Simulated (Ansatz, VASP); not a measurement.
# One calculation of MgO, two programs

INCAR

```
SYSTEM = MgO
  PREC = Accurate
  ENCUT = 840
  EDIFF = 1E-6
  ISMEAR = -1
  SIGMA = 0.2
  LREAL = .False.
  LASPH = .True.
  NELM = 120
  ALGO = Normal
  ISIF = 2
  LWAVE = .False.
  LCHARG = .False.
  GGA = PE
  NBANDS = 15
  GGA_COMPAT = .False.
```

Contents of KPOINTS:

```
Automatic mesh
0
Gamma
  8 8 8
  0 0 0
```

File POSCAR:

```
MgO
1.0
    0.0000000000      2.1021680256      2.1021680256
    2.1021680256      0.0000000000      2.1021680256
    2.1021680256      2.1021680256      0.0000000000
Mg O
1 1
Direct
    0.0000000000      0.0000000000      0.0000000000
    0.5000000000      0.5000000000      0.5000000000
```

Input for Ansatz:

```yaml
crystal:
  lattice:
    - [0.0, 2.1021680256, 2.1021680256]
    - [2.1021680256, 0.0, 2.1021680256]
    - [2.1021680256, 2.1021680256, 0.0]
  atoms:
    - { symbol: Mg, position: [0.0, 0.0, 0.0] }
    - { symbol: O, position: [0.5, 0.5, 0.5] }
kpoints:
  mp_grid: { grid: [8, 8, 8] }
hamiltonian:
  xc: pbe
scf:
  occupations: { method: fermi_dirac, width: 0.2 }
  n_extra_bands: 4
output:
  forces: true
  stress: true
  eigenvalues: true
```

Alike in both runs: task single point; functional PBE; k mesh 8 × 8 × 8; occupations fermi-dirac, width 0.2 eV; no spin polarisation.

|  | VASP | Ansatz |
| --- | --- | --- |
| version | VASP 6.6.1 | Ansatz 0.2.0 |
| potentials or method | VASP PAW PBE potentials, release 64 (Mg_sv, O) | plane waves |
| plane-wave cutoff (eV) | 840 | 420 |
| valence electrons in the cell | 16 | 16 |

Ansatz gave:

```
pressure (GPa) : 5.6
```

**Question.** What did VASP give for the same quantities?

**Answer.** Pressure (GPa): 5.7.
